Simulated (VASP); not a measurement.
# W (Fm-3m) in VASP: a series of runs, part 2 of 3

VASP 6.6.1. Earlier steps stand in the parts before.

## Step 5: Single point, PBE

This run uses another cell than the first one, of 16.17 Å³/atom.

Contents of INCAR:

```
SYSTEM = W
ALGO = Normal
EDIFF = 1E-6
ENCUT = 500
GGA = PE
GGA_COMPAT = .FALSE.
ISIF = 2
ISMEAR = 0
LASPH = .TRUE.
LCHARG = .FALSE.
LREAL = .FALSE.
LWAVE = .FALSE.
NBANDS = 13
NELM = 120
PREC = Accurate
SIGMA = 0.05
```

Contents of KPOINTS:

```
k-points
0
G
  11 11 11
  0 0 0
```

Contents of POSCAR:

```
W
1.0
    0.0000000000      2.0071844842      2.0071844842
    2.0071844842      0.0000000000      2.0071844842
    2.0071844842      2.0071844842      0.0000000000
W
1
Direct
    0.0000000000      0.0000000000      0.0000000000
```

Potentials or basis: VASP PAW PBE potentials, release 64 (W_sv).

Launch:

```sh
$ cat potpaw_PBE.64/W_sv/POTCAR > POTCAR
$ mpirun -np 1 vasp_std > vasp.out
```

OUTCAR:

```text
SYSTEM = W
   EDIFF = 1E-6
   ENCUT = 500
   GGA = PE
   ISIF = 2
   ISMEAR = 0
   LASPH = .TRUE.
   LREAL = .FALSE.
   NELM = 120
   PREC = Accurate

 ion  position               nearest neighbor table
   1  0.000  0.000  0.000-

  LATTYP: Found a face centered cubic cell.
 ALAT       =     4.0143689684

  Lattice vectors:

 A1 = (   0.0000000000,   2.0071844842,   2.0071844842)
 A2 = (   2.0071844842,   0.0000000000,   2.0071844842)
 A3 = (   2.0071844842,   2.0071844842,   0.0000000000)

Analysis of symmetry for initial positions (statically):
=====================================================================
 Subroutine PRICEL returns:
 Original cell was already a primitive cell.

 Routine SETGRP: Setting up the symmetry group for a
 face centered cubic supercell.

 Subroutine GETGRP returns: Found 48 space group operations
 (whereof 48 operations were pure point group operations)
 out of a pool of 48 trial point group operations.

The static configuration has the point symmetry O_h .

Analysis of symmetry for dynamics (positions and initial velocities):
=====================================================================
 Subroutine PRICEL returns:
 Original cell was already a primitive cell.

 Routine SETGRP: Setting up the symmetry group for a
 face centered cubic supercell.

 Subroutine GETGRP returns: Found 48 space group operations
 (whereof 48 operations were pure point group operations)
 out of a pool of 48 trial point group operations.

The dynamic configuration has the point symmetry O_h .

 Subroutine INISYM returns: Found 48 space group operations
 (whereof 48 operations are pure point group operations),
 and found     1 'primitive' translations

----------------------------------------------------------------------------------------

                                     Primitive cell

  volume of cell :      16.1730

  direct lattice vectors                    reciprocal lattice vectors
     0.000000000  2.007184484  2.007184484    -0.249105154  0.249105154  0.249105154
     2.007184484  0.000000000  2.007184484     0.249105154 -0.249105154  0.249105154
     2.007184484  2.007184484  0.000000000     0.249105154  0.249105154 -0.249105154

  length of vectors
     2.838587520  2.838587520  2.838587520     0.431462783  0.431462783  0.431462783

  position of ions in fractional coordinates (direct lattice)
     0.000000000  0.000000000  0.000000000

  ion indices of the primitive-cell ions
   primitive index   ion index
                 1           1

----------------------------------------------------------------------------------------

 KPOINTS: k-points

Automatic generation of k-mesh.
 Grid dimensions read from file:
 generate k-points for:   11   11   11

 Generating k-lattice:

  Cartesian coordinates                     Fractional coordinates (reciprocal lattice)
    -0.022645923  0.022645923  0.022645923     0.090909091  0.000000000  0.000000000
     0.022645923 -0.022645923  0.022645923     0.000000000  0.090909091  0.000000000
     0.022645923  0.022645923 -0.022645923     0.000000000  0.000000000  0.090909091

  Length of vectors
     0.039223889  0.039223889  0.039223889

  Shift w.r.t. Gamma in fractional coordinates (k-lattice)
     0.000000000  0.000000000  0.000000000

 Subroutine IBZKPT returns following result:
 ===========================================

 Found     56 irreducible k-points:

 Following reciprocal coordinates:
            Coordinates               Weight
  0.000000  0.000000  0.000000      1.000000
  0.090909  0.000000  0.000000      8.000000
  0.181818  0.000000  0.000000      8.000000
  0.272727  0.000000  0.000000      8.000000
  0.363636  0.000000  0.000000      8.000000
  0.454545  0.000000  0.000000      8.000000
[... 16 lines left out ...]
 -0.272727  0.181818  0.000000     24.000000
 -0.181818  0.181818  0.000000     12.000000
 [... further k-points ...]
   k-points           NKPTS =     56   k-points in BZ     NKDIM =     56   number of bands    NBANDS=     13
   number of dos      NEDOS =    301   number of ions     NIONS =      1
   total plane-waves  NPLWV =  13824
   dimension x,y,z NGX =    24 NGY =   24 NGZ =   24
   dimension x,y,z NGXF=    48 NGYF=   48 NGZF=   48
   ions per type =               1
   NGX,Y,Z   is equivalent  to a cutoff of  14.06, 14.06, 14.06 a.u.
   NGXF,Y,Z  is equivalent  to a cutoff of  28.11, 28.11, 28.11 a.u.
 SYSTEM =  W
   PREC   = accura    normal or accurate (medium, high low for compatibility)
   ISTART =      0    job   : 0-new  1-cont  2-samecut
   ICHARG =      2    charge: 1-file 2-atom 10-const
   ISPIN  =      1    spin polarized calculation?
   LNONCOLLINEAR =      F non collinear calculations
   LSORBIT =      F    spin-orbit coupling
   LASPH  =      T    aspherical Exc in radial PAW
   ENCUT  =  500.0 eV  36.75 Ry    6.06 a.u.   5.18  5.18  5.18*2*pi/ulx,y,z
   NELM   =    120;   NELMIN=  2; NELMDL= -5     # of ELM steps
   EDIFF  = 0.1E-05   stopping-criterion for ELM
   LREAL  =      F    real-space projection
   EDIFFG = 0.1E-04   stopping-criterion for IOM
   NSW    =      0    number of steps for IOM
   IBRION =     -1    ionic relax: 0-MD 1-quasi-New 2-CG
   NFREE  =      0    steps in history (QN), initial steepest desc. (CG)
   ISIF   =      2    stress and relaxation
   ISYM   =      2    0-nonsym 1-usesym 2-fastsym
   POTIM  = 0.5000    time-step for ionic-motion
   TEBEG  =    0.0;   TEEND  =   0.0 temperature during run
   PSTRESS=    0.0 pullay stress
   NELECT =      14.0000    total number of electrons
   NUPDOWN=      -1.0000    fix difference up-down
   EMIN   =  10.00;   EMAX   =-10.00  energy-range for DOS
   EFERMI =   0.00;   METHOD = LEGACY
   ISMEAR =     0;   SIGMA  =   0.05  broadening in eV -4-tet -1-fermi 0-gaus
   EFERMI_NEDOS =   21; number of points for ismear=-14 and -15
   IALGO  =     38    algorithm
   IMIX   =      4    mixing-type and parameters
     AMIX     =   0.40;   BMIX     =  1.00
     AMIX_MAG =   1.60;   BMIX_MAG =  1.00
  volume/ion in A,a.u.               =      16.17       109.14
  Fermi-wavevector in a.u.,A,eV,Ry     =   1.560224  2.948395 33.120637  2.434298
  Thomas-Fermi vector in A             =   2.663467
   LORBIT       =      0    0 simple, 1 ext, 2 COOP (PROOUT), +10 PAW based schemes
   GGA     = PE    functional components
   LHFCALC =     F    Hartree Fock is set to
   AEXX    =    0.0000 exact exchange contribution
   IVDW    =     0    specifies the selected vdW correction
   LEPSILON=     F    determine dielectric tensor
   LRPA    =     F    only Hartree local field effects (RPA)
 non-spin polarized calculation
 Gauss-broadening in eV      SIGMA  =   0.05
  energy-cutoff  :      500.00
  volume of cell :       16.17
 maximum number of plane-waves:       420
 NGX is ok and might be reduce to    24
   NGX = 11   NGY = 11   NGZ = 11

 number of electron      14.0000001 magnetization

 Free energy of the ion-electron system (eV)
  ---------------------------------------------------
  ext. energy  EPLUGINS =         0.00000000
  ---------------------------------------------------
  free energy    TOTEN  =       -12.47674587 eV

  energy without entropy =      -12.47595116  energy(sigma->0) =      -12.47634852

 E-fermi :  10.6771     XC(G=0): -13.5180

 val. band max:       10.6350388029   @ k =  -0.2727   0.0909   0.0000
 cond. band min:      10.7010023913   @ k =   0.1818   0.0909   0.0000
 fundamental gap:      0.0659635883
 Fermi energy:        10.6770918171

 k-point     1 :       0.0000    0.0000    0.0000
  band No.  band energies     occupation
      1     -62.9589      2.00000
      2     -26.5699      2.00000
      3     -26.5699      2.00000
      4     -26.5699      2.00000
      5       1.6226      2.00000
      6      10.1143      2.00000
      7      10.1143      2.00000
      8      10.1143      2.00000
      9      13.3049      0.00000
     10      13.3049      0.00000
     11      23.4969      0.00000
     12      28.7872      0.00000
     13      28.7872      0.00000
[... 353 lines left out ...]
 k-point    24 :      -0.1818    0.1818    0.0000
  band No.  band energies     occupation
      1     -62.8836      2.00000
      2     -27.2459      2.00000
      3     -26.8539      2.00000
      4     -26.6509      2.00000
      5       4.8358      2.00000
      6       8.5544      2.00000
      7      10.0198      2.00000
      8      11.6483      0.00000
      9      11.7186      0.00000
     10      15.2982      0.00000
     11      25.1007      0.00000
     12      28.6577      0.00000
     13      29.5519      0.00000

 [... further k-points ...]

------------------------ aborting loop because EDIFF is reached ----------------------------------------

  FORCE on cell =-STRESS in cart. coord.  units (eV):
  Direction    XX          YY          ZZ          XY          YZ          ZX
  --------------------------------------------------------------------------------------
  -------------------------------------------------------------------------------------
  Total        0.5553631      0.5553631      0.5553631      0.0000000     -0.0000000      0.0000000
  in kB       55.0168487     55.0168487     55.0168487      0.0000000     -0.0000000      0.0000000
  external PRESSURE =      55.0168487 kB  Pullay stress =       0.0000000 kB

 VOLUME and BASIS-vectors are now :
 -----------------------------------------------------------------------------
  energy-cutoff  :      500.00
  volume of cell :       16.17
      direct lattice vectors                 reciprocal lattice vectors
     0.000000000  2.007184484  2.007184484    -0.249105154  0.249105154  0.249105154
     2.007184484  0.000000000  2.007184484     0.249105154 -0.249105154  0.249105154
     2.007184484  2.007184484  0.000000000     0.249105154  0.249105154 -0.249105154

 POSITION                                       TOTAL-FORCE (eV/Angst)
 -----------------------------------------------------------------------------------
      0.00000      0.00000      0.00000        -0.000000     -0.000000     -0.000000
 -----------------------------------------------------------------------------------
    total drift:                               -0.000000      0.000000      0.000000

  FREE ENERGIE OF THE ION-ELECTRON SYSTEM (eV)
  ---------------------------------------------------
  free  energy   TOTEN  =       -12.4767458698 eV

  energy  without entropy=      -12.4759511630  energy(sigma->0) =      -12.47634852
```

stdout:

```text
POSCAR found type information on POSCAR W
 POSCAR found :  1 types and       1 ions
 scaLAPACK will be used
 LDA part: xc-table for (Slater+PW92), standard interpolation
 POSCAR, INCAR and KPOINTS ok, starting setup
 FFT: planning ... GRIDC
 FFT: planning ... GRID_SOFT
 FFT: planning ... GRID
 WAVECAR not read
 entering main loop
```

Wall time 6.9 s (1 thread of Intel Xeon Platinum 8375C at 2.90GHz (Ice Lake), shared host); peak memory 0.14 GiB.

Results:

```
Free energy            : -12.4767 eV
Pressure               : 5.5 GPa
Band gap on the k mesh : zero (bands 7 and 8 overlap by 3.32 eV)
```

Caveat: the cell stands under pressure; spin-orbit coupling is left out, which moves the levels of the heavy elements.

(Part 2 of 3 ends here.)
